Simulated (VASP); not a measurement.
# WC (P-6m2) in VASP: settings compared, part 2 of 2

VASP 6.6.1.

### Step 3. Single point, LDA

Input file INCAR:

```
SYSTEM = WC
PREC     = Accurate       ! precision mode
ENCUT    = 600            ! plane-wave cutoff, eV
EDIFF    = 1E-6           ! SCF threshold, eV
ISMEAR   = -1             ! smearing method
SIGMA    = 0.1            ! smearing width, eV
LREAL    = .FALSE.        ! projectors in reciprocal space
LASPH    = .TRUE.         ! aspherical terms in the spheres
NELM     = 120            ! most SCF steps
ALGO     = Normal         ! electronic algorithm
ISIF     = 2              ! what is computed and relaxed
LWAVE    = .FALSE.        ! write WAVECAR
LCHARG   = .FALSE.        ! write CHGCAR
NBANDS   = 16             ! bands
GGA_COMPAT= .FALSE.
```

Input file KPOINTS:

```
regular mesh
0
G
  11 11 10
  0 0 0
```

Input file POSCAR:

```
WC
1.0
    2.9065000000      0.0000000000      0.0000000000
   -1.4532500000      2.5171028361      0.0000000000
    0.0000000000      0.0000000000      2.8366000000
W C
1 1
Direct
    0.0000000000      0.0000000000      0.0000000000
    0.6666666667      0.3333333333      0.5000000000
```

Potentials or basis: VASP PAW LDA potentials, release 64 (W_sv, C).

The run is started by

```bash
> cat potpaw_LDA.64/W_sv/POTCAR potpaw_LDA.64/C/POTCAR > POTCAR
> mpirun -np 1 vasp_std > vasp.out
```

OUTCAR:

```text
SYSTEM = WC
   PREC = Accurate
   ENCUT = 600
   EDIFF = 1E-6
   ISMEAR = -1
   LREAL = .FALSE.
   LASPH = .TRUE.
   NELM = 120
   ISIF = 2

 ion  position               nearest neighbor table
   1  0.000  0.000  0.000-   2 2.20   2 2.20   2 2.20   2 2.20   2 2.20   2 2.20
   2  0.667  0.333  0.500-   1 2.20   1 2.20   1 2.20   1 2.20   1 2.20   1 2.20

  LATTYP: Found a hexagonal cell.
 ALAT       =     2.9065000000
 C/A-ratio  =     0.9759504559

  Lattice vectors:

 A1 = (   2.9065000000,   0.0000000000,   0.0000000000)
 A2 = (  -1.4532500000,   2.5171028361,   0.0000000000)
 A3 = (   0.0000000000,   0.0000000000,   2.8366000000)

Analysis of symmetry for initial positions (statically):
=====================================================================
 Subroutine PRICEL returns:
 Original cell was already a primitive cell.

 Routine SETGRP: Setting up the symmetry group for a
 hexagonal supercell.

 Subroutine GETGRP returns: Found 12 space group operations
 (whereof 12 operations were pure point group operations)
 out of a pool of 24 trial point group operations.

The static configuration has the point symmetry D_3h.

Analysis of symmetry for dynamics (positions and initial velocities):
=====================================================================
 Subroutine PRICEL returns:
 Original cell was already a primitive cell.

 Routine SETGRP: Setting up the symmetry group for a
 hexagonal supercell.

 Subroutine GETGRP returns: Found 12 space group operations
 (whereof 12 operations were pure point group operations)
 out of a pool of 24 trial point group operations.

The dynamic configuration has the point symmetry D_3h.

 Subroutine INISYM returns: Found 12 space group operations
 (whereof 12 operations are pure point group operations),
 and found     1 'primitive' translations

----------------------------------------------------------------------------------------

                                     Primitive cell

  volume of cell :      20.7525

  direct lattice vectors                    reciprocal lattice vectors
     2.906500000  0.000000000  0.000000000     0.344056425  0.198641070  0.000000000
    -1.453250000  2.517102836  0.000000000     0.000000000  0.397282139  0.000000000
     0.000000000  0.000000000  2.836600000     0.000000000  0.000000000  0.352534725

  length of vectors
     2.906500000  2.906500000  2.836600000     0.397282139  0.397282139  0.352534725

  position of ions in fractional coordinates (direct lattice)
     0.000000000  0.000000000  0.000000000
     0.666666667  0.333333333  0.500000000

  ion indices of the primitive-cell ions
   primitive index   ion index
                 1           1
                 2           2

----------------------------------------------------------------------------------------

 KPOINTS: regular mesh

Automatic generation of k-mesh.
 Grid dimensions read from file:
 generate k-points for:   11   11   10

 Generating k-lattice:

  Cartesian coordinates                     Fractional coordinates (reciprocal lattice)
     0.031277857  0.018058279  0.000000000     0.090909091  0.000000000  0.000000000
     0.000000000  0.036116558  0.000000000     0.000000000  0.090909091  0.000000000
     0.000000000  0.000000000  0.035253472     0.000000000  0.000000000  0.100000000

  Length of vectors
     0.036116558  0.036116558  0.035253472

  Shift w.r.t. Gamma in fractional coordinates (k-lattice)
     0.000000000  0.000000000  0.000000000

 Subroutine IBZKPT returns following result:
 ===========================================

 Found     96 irreducible k-points:

 Following reciprocal coordinates:
            Coordinates               Weight
  0.000000  0.000000  0.000000      1.000000
  0.090909 -0.000000  0.000000      6.000000
  0.181818 -0.000000  0.000000      6.000000
  0.272727  0.000000  0.000000      6.000000
  0.363636  0.000000  0.000000      6.000000
  0.454545  0.000000  0.000000      6.000000
[... 16 lines left out ...]
  0.090909  0.090909  0.100000     12.000000
  0.181818  0.090909  0.100000     24.000000
 [... further k-points ...]
   k-points           NKPTS =     96   k-points in BZ     NKDIM =     96   number of bands    NBANDS=     16
   number of dos      NEDOS =    301   number of ions     NIONS =      2
   total plane-waves  NPLWV =  13824
   dimension x,y,z NGX =    24 NGY =   24 NGZ =   24
   dimension x,y,z NGXF=    48 NGYF=   48 NGZF=   48
   ions per type =               1   1
   NGX,Y,Z   is equivalent  to a cutoff of  13.73, 13.73, 14.07 a.u.
   NGXF,Y,Z  is equivalent  to a cutoff of  27.46, 27.46, 28.13 a.u.
 SYSTEM =  WC
   PREC   = accura    normal or accurate (medium, high low for compatibility)
   ISTART =      0    job   : 0-new  1-cont  2-samecut
   ICHARG =      2    charge: 1-file 2-atom 10-const
   ISPIN  =      1    spin polarized calculation?
   LNONCOLLINEAR =      F non collinear calculations
   LSORBIT =      F    spin-orbit coupling
   LASPH  =      T    aspherical Exc in radial PAW
   ENCUT  =  600.0 eV  44.10 Ry    6.64 a.u.   5.81  5.81  5.67*2*pi/ulx,y,z
   NELM   =    120;   NELMIN=  2; NELMDL= -5     # of ELM steps
   EDIFF  = 0.1E-05   stopping-criterion for ELM
   LREAL  =      F    real-space projection
   EDIFFG = 0.1E-04   stopping-criterion for IOM
   NSW    =      0    number of steps for IOM
   IBRION =     -1    ionic relax: 0-MD 1-quasi-New 2-CG
   NFREE  =      0    steps in history (QN), initial steepest desc. (CG)
   ISIF   =      2    stress and relaxation
   ISYM   =      2    0-nonsym 1-usesym 2-fastsym
   POTIM  = 0.5000    time-step for ionic-motion
   TEBEG  =    0.0;   TEEND  =   0.0 temperature during run
   PSTRESS=    0.0 pullay stress
   NELECT =      18.0000    total number of electrons
   NUPDOWN=      -1.0000    fix difference up-down
   EMIN   =  10.00;   EMAX   =-10.00  energy-range for DOS
   EFERMI =   0.00;   METHOD = LEGACY
   ISMEAR =    -1;   SIGMA  =   0.10  broadening in eV -4-tet -1-fermi 0-gaus
   EFERMI_NEDOS =   21; number of points for ismear=-14 and -15
   IALGO  =     38    algorithm
   IMIX   =      4    mixing-type and parameters
     AMIX     =   0.40;   BMIX     =  1.00
     AMIX_MAG =   1.60;   BMIX_MAG =  1.00
  volume/ion in A,a.u.               =      10.38        70.02
  Fermi-wavevector in a.u.,A,eV,Ry     =   1.561262  2.950358 33.164744  2.437540
  Thomas-Fermi vector in A             =   2.664353
   LORBIT       =      0    0 simple, 1 ext, 2 COOP (PROOUT), +10 PAW based schemes
   GGA     = CA    functional components
   LHFCALC =     F    Hartree Fock is set to
   AEXX    =    0.0000 exact exchange contribution
   IVDW    =     0    specifies the selected vdW correction
   LEPSILON=     F    determine dielectric tensor
   LRPA    =     F    only Hartree local field effects (RPA)
 non-spin polarized calculation
  energy-cutoff  :      600.00
  volume of cell :       20.75
 maximum number of plane-waves:       704
 NGX is ok and might be reduce to    24
   NGX = 11   NGY = 11   NGZ = 11

 number of electron      18.0000000 magnetization

 Free energy of the ion-electron system (eV)
  ---------------------------------------------------
  ext. energy  EPLUGINS =         0.00000000
  ---------------------------------------------------
  free energy    TOTEN  =       -24.69870487 eV

  energy without entropy =      -24.68852919  energy(sigma->0) =      -24.69361703

 E-fermi :  11.0387     XC(G=0): -13.9785

 val. band max:       11.0358026895   @ k =   0.2727   0.2727   0.0000
 cond. band min:      11.0834423717   @ k =   0.0000   0.0000   0.1000
 fundamental gap:      0.0476396822
 Fermi energy:        11.0386624134

 k-point     1 :       0.0000    0.0000    0.0000
  band No.  band energies     occupation
      1     -62.5546      2.00000
      2     -26.7998      2.00000
      3     -26.6921      2.00000
      4     -26.6921      2.00000
      5      -3.2929      2.00000
      6       6.6622      2.00000
[... 8 lines left out ...]
     15      25.3796      0.00000
     16      27.7550      0.00000
[... 419 lines left out ...]
 k-point    24 :       0.1818    0.0909    0.1000
  band No.  band energies     occupation
      1     -62.5223      2.00000
      2     -27.0721      2.00000
      3     -26.8188      2.00000
      4     -26.7926      2.00000
      5      -1.7269      2.00000
      6       5.7567      2.00000
[... 8 lines left out ...]
     15      24.5452      0.00000
     16      28.8383      0.00000

 [... further k-points ...]

------------------------ aborting loop because EDIFF is reached ----------------------------------------

  FORCE on cell =-STRESS in cart. coord.  units (eV):
  Direction    XX          YY          ZZ          XY          YZ          ZX
  --------------------------------------------------------------------------------------
  -------------------------------------------------------------------------------------
  Total       -0.8710391     -0.8710391     -1.1455964      0.0000000      0.0000000     -0.0000000
  in kB      -67.2479153    -67.2479153    -88.4449081      0.0000000      0.0000000     -0.0000000
  external PRESSURE =     -74.3135796 kB  Pullay stress =       0.0000000 kB

 VOLUME and BASIS-vectors are now :
 -----------------------------------------------------------------------------
  energy-cutoff  :      600.00
  volume of cell :       20.75
      direct lattice vectors                 reciprocal lattice vectors
     2.906500000  0.000000000  0.000000000     0.344056425  0.198641070  0.000000000
    -1.453250000  2.517102836  0.000000000     0.000000000  0.397282139  0.000000000
     0.000000000  0.000000000  2.836600000     0.000000000  0.000000000  0.352534725

 POSITION                                       TOTAL-FORCE (eV/Angst)
 -----------------------------------------------------------------------------------
      0.00000      0.00000      0.00000        -0.000000     -0.000000      0.000000
      1.45325      0.83903      1.41830         0.000000      0.000000      0.000000
 -----------------------------------------------------------------------------------
    total drift:                                0.000000     -0.000000      0.000000

  FREE ENERGIE OF THE ION-ELECTRON SYSTEM (eV)
  ---------------------------------------------------
  free  energy   TOTEN  =       -24.6987048666 eV

  energy  without entropy=      -24.6885291903  energy(sigma->0) =      -24.69361703
```

Run time: 75 s. Hardware: 1 thread of AMD EPYC 7R43 (Zen 3), shared host; peak memory 0.12 GiB.

What came out:

```
Free energy            : -24.6987 eV
Pressure               : -7.4 GPa
Band gap on the k mesh : zero (bands 9 and 10 overlap by 1.26 eV)
```

Caveat: the cell stands under tension; spin-orbit coupling is left out, which moves the levels of the heavy elements.

### Step 4. Single point, revPBE

Input file INCAR:

```
PREC = Accurate
ENCUT = 600
EDIFF = 1E-6
ISMEAR = -1
SIGMA = 0.1
LREAL = F
LASPH = T
NELM = 120
ALGO = Normal
ISIF = 2
LWAVE = F
LCHARG = F
GGA = RE
NBANDS = 16
GGA_COMPAT = F
```

Input file KPOINTS:

```
regular mesh
0
Gamma
  11 11 10
```

POSCAR is that of step 3.

Potentials or basis: VASP PAW PBE potentials, release 64 (W_sv, C).

The run is started by

```bash
> cat potpaw_PBE.64/W_sv/POTCAR potpaw_PBE.64/C/POTCAR > POTCAR
> mpirun -np 1 vasp_std > vasp.out
```

Wall time 62 s (1 thread of AMD EPYC 7R43 (Zen 3), shared host); peak memory 0.13 GiB.

Results (log left out):

```
Free energy            : -21.5868 eV
Pressure               : 9.8 GPa
Band gap on the k mesh : zero (bands 9 and 10 overlap by 1.23 eV)
```

Levels at points of the mesh, in eV from the Fermi level:
```tsv
k point	band 6	band 7	band 8	band 9	band 10	band 11	band 12	band 13
(0.00, 0.00, 0.00)	-4.36	-3.38	-3.38	0.04	3.20	3.20	5.59	5.59
(0.00, 0.00, 0.50)	-8.70	-2.06	-2.06	-0.63	-0.63	3.63	4.49	4.49
```

Caveat: the cell stands under pressure; the PAW data sets were made with another functional, which shifts forces and pressure a little; spin-orbit coupling is left out, which moves the levels of the heavy elements.

### Step 5. Summary

| level | potentials or basis | gap on the mesh (eV) | pressure (GPa) |
| --- | --- | --- | --- |
| PBE | VASP PAW PBE potentials, release 64 (W_sv, C) | none | 6.7 |
| LDA | VASP PAW LDA potentials, release 64 (W_sv, C) | none | -7.4 |
| revPBE | VASP PAW PBE potentials, release 64 (W_sv, C) | none | 9.8 |

Alike in all rows: task single point; no spin polarisation; cell as given; k mesh 11 × 11 × 10; cutoff (eV) 600; smearing fermi-dirac 0.1 eV.

Caveats: spin-orbit coupling is left out, which moves the levels of the heavy elements; the cell stands under pressure (at least some runs); the cell stands under tension (at least some runs); the PAW data sets were made with another functional, which shifts forces and pressure a little (at least some runs).

Total energies depend on the potentials used, so only differences within one code and one set of settings carry meaning.
